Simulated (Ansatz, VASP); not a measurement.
LiF in VASP and in Ansatz

```
Li F
1.0
     3.26401    0.00000    0.00000
    -1.63201    2.82672    0.00000
     0.00000    0.00000    4.67570
Li F
2 2
Direct
  0.33333 0.66667 0.38107
  0.66667 0.33333 0.88107
  0.33333 0.66667 0.99393
  0.66667 0.33333 0.49393
```

Alike in both runs: task single point; functional PBE; k mesh 9 × 9 × 6; occupations gaussian, width 0.05 eV; no spin polarisation.

```csv
,VASP,Ansatz
version,VASP 6.6.1,Ansatz 0.2.0
potentials or method,"VASP PAW PBE potentials, release 64 (Li_sv, F), cutoff 520 eV","scalar-relativistic, plane waves, PAW"
valence electrons in the cell,20,20
```

|  | VASP | Ansatz | Ansatz less VASP |
| --- | --- | --- | --- |
| gap on the k mesh at the Fermi level (eV) | 7.31 | 7.32 | +0.009 |
| least direct gap on the mesh (eV) | 7.31 | 7.32 | +0.009 |
| rms of the force components (eV/Å) | 0.192 | 0.182 | -0.0099 |

Atom by atom the forces differ by 0.010 eV/Å (rms over components). The functional is the same, so the differences come from potentials, cutoffs and numerics.

Noted on VASP's run: the cutoff is short for stress, so the pressure is rough.
